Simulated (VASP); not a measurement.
# HfO2: single point with PBE

HfO2:

```
Hf O
1.0
     0.00000    2.36608    2.36608
     2.36608    0.00000    2.36608
     2.36608    2.36608    0.00000
Hf O
1 2
Direct
  0.00000 0.00000 0.00000
  0.25000 0.25000 0.25000
  0.75000 0.75000 0.75000
```

This cell differs from its parent crystal: volume scaled by 0.800.

```
Program                : VASP 6.6.1
Task                   : single point
Functional             : PBE
Potentials or basis    : VASP PAW PBE potentials, release 64 (Hf_pv, O)
Cutoff                 : 520 eV
k mesh                 : 8 × 8 × 8
Occupations            : gaussian, width 0.05 eV
Spin                   : no spin polarisation
Dipole correction      : no
Further INCAR settings : ALGO = Normal; EDIFF = 1e-06; NBANDS = 18
```

```yaml
Pressure: 81.8 GPa
Band_gap_on_the_k_mesh: 4.31 eV, indirect (least direct gap 4.35 eV)
```

Levels at points of the mesh, in eV from the valence-band top:
```
           k point  band 7  band 8  band 9  band 10  band 11  band 12  band 13  band 14  band 15  band 16
(0.00, 0.00, 0.00)   -6.77   -6.77   -0.72    -0.72    -0.72     4.31     4.31     7.51    13.29    13.29
(0.50, 0.00, 0.00)   -5.52   -3.34   -3.18    -2.04    -2.04     5.35     5.35     9.14     9.71    11.79
(0.50, 0.50, 0.00)   -3.87   -3.87   -1.92    -1.92     0.00     4.35     6.63     8.74    10.12    10.12
```

Wall time 14 s on 1 thread of Intel Xeon 6975P-C, with other jobs on the host, peak memory 0.16 GiB.

Caveat: spin-orbit coupling is left out, which moves the levels of the heavy elements. A k mesh can miss the band edges.
